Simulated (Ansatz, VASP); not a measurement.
# One calculation of LaB, two programs

The input INCAR:

```
SYSTEM = LaB
PREC     = Accurate       ! precision mode
ENCUT    = 520            ! plane-wave cutoff, eV
EDIFF    = 1E-6           ! SCF threshold, eV
ISMEAR   = 0              ! smearing method
SIGMA    = 0.05           ! smearing width, eV
LREAL    = .False.        ! projectors in reciprocal space
LASPH    = .True.         ! aspherical terms in the spheres
NELM     = 80             ! most SCF steps
ALGO     = Normal         ! electronic algorithm
ISIF     = 2              ! what is computed and relaxed
LWAVE    = .False.        ! write WAVECAR
LCHARG   = .False.        ! write CHGCAR
GGA      = PE             ! functional
NBANDS   = 14             ! bands
```

Contents of KPOINTS:

```
regular mesh
0
Gamma
  10 10 10
  0 0 0
```

File POSCAR:

```
LaB
1.0
    0.0000000000      2.9004644809      2.9004644809
    2.9004644809      0.0000000000      2.9004644809
    2.9004644809      2.9004644809      0.0000000000
La B
1 1
Direct
    0.5000000000      0.5000000000      0.5000000000
    0.0000000000      0.0000000000      0.0000000000
```

Input for Ansatz:

```yaml
crystal:
  lattice:
    - [0.0, 2.9004644809, 2.9004644809]
    - [2.9004644809, 0.0, 2.9004644809]
    - [2.9004644809, 2.9004644809, 0.0]
  atoms:
    - { symbol: La, position: [0.5, 0.5, 0.5] }
    - { symbol: B, position: [0.0, 0.0, 0.0] }
basis:
  ecutwfc: 420
  ecutrho_ratio: 4
kpoints:
  mp_grid: { grid: [10, 10, 10] }
hamiltonian:
  xc: pbe
scf:
  occupations: { method: gaussian, width: 0.05 }
output:
  forces: true
  stress: true
  eigenvalues: true
```

Alike in both runs: task single point; functional PBE; k mesh 10 × 10 × 10; occupations gaussian, width 0.05 eV; no spin polarisation.

|  | VASP | Ansatz |
| --- | --- | --- |
| version | VASP 6.6.1 | Ansatz 0.2.0 |
| potentials or method | VASP PAW PBE potentials, release 64 (La, B), cutoff 520 eV | scalar-relativistic, plane waves, PAW |
| valence electrons in the cell | 14 | 14 |

|  | VASP | Ansatz | Ansatz less VASP |
| --- | --- | --- | --- |
| gap on the k mesh at the Fermi level (eV) | none | none | - |
| pressure (GPa) | -3.5 | -3.5 | +0.05 |

A gap of «none» marks a metal or a gap that the smearing closes. With one functional, cell and mesh, what is left measures potentials, basis and numerics.

Neither program's run includes spin-orbit coupling.
